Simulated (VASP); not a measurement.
**Be3S5: single point with PBE**

Crystal: Be3S5.

```
Be S
1.0
     3.41389    0.01340    0.00391
     0.10315    3.42714   -0.00639
     1.72328    1.43270   10.40413
Be S
3 5
Direct
  0.36679 0.30259 0.38377
  0.71364 0.73142 0.61503
  0.92287 0.07618 0.99913
  0.79487 0.52417 0.10564
  0.91705 0.23122 0.28025
  0.27502 0.75125 0.49907
  0.48435 0.95331 0.89927
  0.77540 0.17986 0.71783
```

```yaml
Program: VASP 6.6.1
Task: single point
Functional: PBE
Potentials_or_basis: VASP PAW PBE potentials, release 64 (Be, S)
Cutoff: 520 eV
k_mesh: 8 × 8 × 4
Occupations: gaussian, width 0.02 eV
Spin: no spin polarisation
```

```yaml
Pressure: 6.6 GPa
Largest_force: 0.120 eV/Å
Band_gap_on_the_k_mesh: 1.37 eV (least direct gap 2.07 eV)
```

Forces in eV/Å, atoms in the order of the input:
```
Be   0.005  0.002  0.001
Be  -0.004  0.001 -0.004
Be  -0.001  0.007  0.000
S    0.035 -0.039  0.108
S   -0.039  0.029 -0.098
S    0.001  0.000 -0.001
S    0.033  0.022 -0.106
S   -0.031 -0.022  0.100
```

Stress tensor (GPa, compression positive):
```
 6.69 -0.02  0.01
-0.02  6.68  0.14
 0.01  0.14  6.32
```

Levels at points of the mesh, in eV from the valence-band top:
```csv
k point,band 14,band 15,band 16,band 17,band 18,band 19,band 20,band 21,band 22,band 23
"(0.00, 0.00, 0.00)",-1.36,-1.01,-0.81,-0.29,-0.03,2.18,3.21,3.65,4.12,4.45
"(0.50, 0.00, 0.00)",-2.11,-1.66,-0.77,-0.36,-0.33,2.61,3.27,5.13,5.33,5.58
"(0.00, 0.50, 0.00)",-1.72,-1.44,-1.20,-0.47,-0.15,1.92,3.89,5.14,5.44,5.62
"(0.50, 0.50, 0.00)",-3.51,-2.82,-2.08,-1.70,-1.03,1.66,2.06,3.45,3.96,4.42
"(0.00, 0.00, 0.50)",-1.75,-0.69,-0.60,-0.39,-0.21,2.52,2.96,3.41,4.24,4.53
"(0.50, 0.00, 0.50)",-1.88,-1.58,-1.08,-0.39,-0.32,2.49,3.32,5.15,5.40,5.54
"(0.00, 0.50, 0.50)",-1.96,-1.63,-0.76,-0.43,-0.16,2.55,3.43,5.13,5.50,5.70
"(0.50, 0.50, 0.50)",-3.62,-2.28,-2.11,-1.59,-1.50,1.37,2.50,3.19,4.21,5.04
```

Wall time 14 min on 1 thread of Intel Xeon 8259CL, on a shared host, peak memory 0.46 GiB.

Caveat: the cell stands under pressure. A k mesh can miss the band edges.
